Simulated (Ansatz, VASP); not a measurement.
**Two plane-wave programs on MgO**

```
CELL_PARAMETERS angstrom
3.34530 0.00000 0.00000
-1.67265 2.89711 0.00000
0.00000 0.00000 4.19700
ATOMIC_POSITIONS crystal
Mg 0.66667 0.33333 0.75000
Mg 0.33333 0.66667 0.25000
O 0.66667 0.33333 0.25000
O 0.33333 0.66667 0.75000
```

Alike in both runs: task single point; functional PBE; k mesh 9 × 9 × 6; occupations gaussian, width 0.05 eV; no spin polarisation.

|  | VASP | Ansatz |
| --- | --- | --- |
| version | VASP 6.6.1 | Ansatz 0.2.0 |
| potentials or method | VASP PAW PBE potentials, release 64 (Mg, O), cutoff 520 eV | scalar-relativistic, plane waves, PAW |
| valence electrons in the cell | 16 | 32 |

|  | VASP | Ansatz | Ansatz less VASP |
| --- | --- | --- | --- |
| gap on the k mesh at the Fermi level (eV) | 3.81 | 3.83 | +0.021 |
| least direct gap on the mesh (eV) | 3.81 | 3.83 | +0.021 |
| pressure (GPa) | 17.4 | 17.9 | +0.48 |
| traceless stress, the component that is largest in VASP (GPa) | -6.77 | -6.52 | +0.247 |

The functional is the same, so the differences come from potentials, cutoffs and numerics. VASP's potentials hold 16 valence electrons a cell and Ansatz's 32, so a difference there can come from the potentials and not from the codes.
